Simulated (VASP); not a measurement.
Set up this calculation in VASP 6.6.1, as the native input.

```yaml
Task: single point
Functional: PBE
Potentials_or_basis: VASP PAW PBE potentials, release 64 (O, Mg)
Cutoff: 520 eV
k_mesh: 3 × 3 × 1
Occupations: gaussian, width 0.05 eV
Spin: no spin polarisation
Dipole_correction: yes
Further_INCAR_settings: LREAL = Auto; ALGO = Normal; EDIFF = 1e-06; NBANDS = 66
```

The structure of MgO lies in POSCAR:

```
MgO
1.0
    6.0158464379      0.0000000000      0.0000000000
   -3.0079232190      5.2098758405      0.0000000000
    0.0000000000      0.0000000000     24.1398975599
O Mg
12 12
Direct
    0.1666666667      0.3333333333      0.3314015720
    0.1666666667      0.8333333333      0.3314015720
    0.6666666667      0.3333333333      0.3314015720
    0.6666666667      0.8333333333      0.3314015720
    0.5000000000      0.5000000000      0.4331401572
    0.5000000000      0.0000000000      0.4331401572
    0.0000000000      0.5000000000      0.4331401572
    0.0000000000      0.0000000000      0.4331401572
    0.8350868082      0.6674659794      0.5293313000
    0.8326246717      0.1663438201      0.5397152470
    0.3365511024      0.6612308504      0.5397923520
    0.3361823911      0.1749856339      0.5396656817
    0.3333333333      0.1666666667      0.3822708647
    0.3333333333      0.6666666667      0.3822708647
    0.8333333333      0.1666666667      0.3822708647
    0.8333333333      0.6666666667      0.3822708647
    0.6655694096      0.3334547302      0.4792442906
    0.6655273945      0.8321150242      0.4792512544
    0.1696024985      0.3347284866      0.4798726254
    0.1653335602      0.8327014162      0.4782930448
   -0.0085786152      0.5063424854      0.5786481328
   -0.0087646840     -0.0150650608      0.5786737299
    0.5303592388      0.5150961415      0.5823317454
    0.4708819634     -0.0145039243      0.5906104127
```

One way to write it, as run:

INCAR

```
  ALGO = Normal
  DIPOL = 0.5 0.5 0.458
  EDIFF = 1E-6
  ENCUT = 520
  GGA = PE
  IDIPOL = 3
  ISIF = 2
  ISMEAR = 0
  LASPH = True
  LCHARG = True
  LDIPOL = True
  LELF = True
  LREAL = Auto
  LVACPOTAV = True
  LVHAR = True
  LWAVE = False
  NBANDS = 66
  NELM = 100
  PREC = Accurate
  SIGMA = 0.05
```

KPOINTS

```
k-points
0
Gamma
  3 3 1
```

Potentials or basis: VASP PAW PBE potentials, release 64 (O, Mg).

Command:

```console
$ cat potpaw_PBE.64/O/POTCAR potpaw_PBE.64/Mg/POTCAR > POTCAR
$ mpirun -np 1 vasp_std > vasp.out
```

It gave:

```json
{
  "Largest force": "3.001 eV/Å",
  "Band gap on the k mesh": "zero (band 48 reaches -2.97 eV, above the bottom of band 49 at -3.44 eV)"
}
```

Caveat: the k points lie up to 0.40 Å⁻¹ apart.

Wall time 13 min on 1 thread of AMD EPYC 9R45 96-Core Processor (Zen 5), on a shared host, peak memory 0.83 GiB.
